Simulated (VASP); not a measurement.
Runs of VASP 6.6.1 on Cu2H3. The structure is that of space group P6/mmm (No. 191), or close to it. The cells are those of the table. The cell was built from a structure type or drawn by symmetry, and may not be a known phase.

| task | cell | k mesh | cutoff (eV) | gap on the mesh (eV) | pressure (GPa) | relaxed volume (Å³/atom) |
| --- | --- | --- | --- | --- | --- | --- |
| relaxation of cell and atoms | relaxed from a = 4.076, b = 4.076, c = 3.184 Å, angles 90.0, 90.0, 120.0°, 5 atoms | 12 × 12 × 12 | 600 | none | 0.0 | 9.23 |
| relaxation of cell and atoms | relaxed from a = 3.371, b = 3.371, c = 4.823 Å, angles 90.0, 90.0, 120.0°, 5 atoms | 6 × 6 × 4 | 600 | none | 0.0 | 9.22 |
| relaxation of cell and atoms | relaxed from a = 4.120, b = 4.120, c = 3.147 Å, angles 90.0, 90.0, 120.0°, 5 atoms | 6 × 6 × 6 | 600 | none | -0.4 | 9.25 |
| single point | a = 4.076, b = 4.076, c = 3.184 Å, angles 90.0, 90.0, 120.0°, 5 atoms | 6 × 6 × 6 | 520 | none | 0.1 | - |
| single point | a = 3.371, b = 3.371, c = 4.823 Å, angles 90.0, 90.0, 120.0°, 5 atoms | 6 × 6 × 4 | 520 | none | (a) | - |
| single point | a = 4.091, b = 4.091, c = 3.172 Å, angles 90.0, 90.0, 120.0°, 5 atoms | 12 × 12 × 12 | 520 | none | 0.1 | - |
| single point | a = 4.120, b = 4.120, c = 3.147 Å, angles 90.0, 90.0, 120.0°, 5 atoms | 6 × 6 × 4 | 520 | none | 0.1 | - |

Alike in all rows: level PBE; potentials or basis VASP PAW PBE potentials, release 64 (Cu, H); no spin polarisation; smearing gaussian 0.1 eV.

**Question.** Estimate the missing entries.

**Answer.** (a) 29.3.

Caveats: some runs use coarse meshes; a cell axis changed by over 15 % at a fixed basis, so the end point is rough (at least some runs); the cell stands under pressure (at least some runs).

A gap of «none» marks levels without a gap at the run's occupations.
